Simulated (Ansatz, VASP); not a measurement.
**One calculation of FePt, two programs**

```
CELL_PARAMETERS angstrom
2.72165 0.00000 0.00000
0.00000 2.72165 0.00000
0.00000 0.00000 3.70000
ATOMIC_POSITIONS crystal
Fe 0.50000 0.50000 0.50000
Pt 0.00000 0.00000 0.00000
```

Alike in both runs: task single point; functional PBE; k mesh 12 × 12 × 10; occupations gaussian, width 0.05 eV; collinear spin.

|  | VASP | Ansatz |
| --- | --- | --- |
| version | VASP 6.6.1 | Ansatz 0.2.0 |
| potentials or method | VASP PAW PBE potentials, release 64 (Fe, Pt), cutoff 520 eV | scalar-relativistic, plane waves, PAW |
| valence electrons in the cell | 18 | 34 |

```csv
,VASP,Ansatz,Ansatz less VASP
gap on the k mesh at the Fermi level (eV),none,none,-
pressure (GPa),4.6,5.0,+0.48
"traceless stress, the component that is largest in VASP (GPa)",1.12,1.04,-0.072
net moment per atom (μB),1.64,1.65,+0.003
size of the moment on the site where the two differ most (μB),0.34,0.40,+0.059
```

Site moments also hang on the region over which each program counts them. A gap of «none» marks a metal or a gap that the smearing closes. The functional is the same, so the differences come from potentials, cutoffs and numerics. VASP's potentials hold 18 valence electrons a cell and Ansatz's 34, so a difference there can come from the potentials and not from the codes.

Neither program's run includes spin-orbit coupling.
